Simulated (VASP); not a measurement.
ZnSe, 2 atoms in the cell. Symmetry: F-43m, No. 216, cubic system. The conventional cell has a = 5.732 Å, b = 5.732 Å, c = 5.732 Å, α = 90.00°, β = 90.00°, γ = 90.00°. Zn (site symmetry -43m) has 4 Se at 2.48 Å within 3.3 Å. Within 3.3 Å of Se (site symmetry -43m) lie 4 Zn at 2.48 Å. 

| Item | Value |
| --- | --- |
| Program | VASP 6.6.1 |
| Task | single point |
| Functional | PBE |
| Potentials or basis | VASP PAW PBE potentials, release 64 (Zn, Se) |
| Cutoff | 520 eV |
| k mesh | 8 × 8 × 8 |
| Occupations | gaussian, width 0.02 eV |
| Spin | no spin polarisation |
| Dipole correction | no |
| Further INCAR settings | ALGO = Normal; EDIFF = 1e-06; NBANDS = 16 |

Potentials or basis: VASP PAW PBE potentials, release 64 (Zn, Se).

Launch:

```console
$ cat potpaw_PBE.64/Zn/POTCAR potpaw_PBE.64/Se/POTCAR > POTCAR
$ mpirun -np 1 vasp_std > vasp.out
```

Hardware: 1 thread of AMD EPYC 7R43 64-Core Processor (Zen 3), with other jobs on the host.

Q: Estimate the wall time of this run.

A: Run time: 31 s on 1 thread of AMD EPYC 7R43 64-Core Processor (Zen 3), with other jobs on the host, peak memory 0.14 GiB. Counts: scf iterations 13, k points 29.
